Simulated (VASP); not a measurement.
A run of VASP 6.6.1 is set up as follows.

Contents of POSCAR:

```
Bi
1.0
   -1.9814305318      1.9814305318      1.9219876158
    1.9814305318     -1.9814305318      1.9219876158
    1.9814305318      1.9814305318     -1.9219876158
Bi
1
Direct
    0.0000000000      0.0000000000      0.0000000000
```

The input INCAR.step1:

```
  ALGO = Normal
  EDIFF = 1E-4
  ENCUT = 520
  GGA = PE
  ISMEAR = 0
  LASPH = True
  LCHARG = False
  LREAL = False
  LWAVE = True
  NBANDS = 14
  NELM = 100
  PREC = Accurate
  SIGMA = 0.15
```

File INCAR.step2:

```
  ALGO = Normal
  EDIFF = 1E-7
  ENCUT = 520
  ISIF = 2
  ISMEAR = 0
  ISTART = 1
  LASPH = True
  LCHARG = False
  LMIXTAU = True
  LREAL = False
  LWAVE = False
  METAGGA = R2SCAN
  NBANDS = 14
  NELM = 100
  PREC = Accurate
  SIGMA = 0.15
```

The input KPOINTS:

```
k-points
0
Gamma
  18 18 18
```

Potentials or basis: VASP PAW PBE potentials, release 64 (Bi_d).

Launch:

```console
$ cat potpaw_PBE.64/Bi_d/POTCAR > POTCAR
$ cp INCAR.step1 INCAR
$ mpirun -np 1 vasp_std > vasp.out
$ cp INCAR.step2 INCAR
$ mpirun -np 1 vasp_std > vasp.out
```

Problem. Predict the pressure.

Solution. 1.9 GPa.

Stress tensor (GPa, compression positive):
```
1.79 0.00 0.00
0.00 1.79 0.00
0.00 0.00 2.05
```

Caveat: the cell differs from its parent crystal (strain +0.000 along x and y, -0.030 along z); the PAW data sets were made with another functional, which shifts forces and pressure a little.
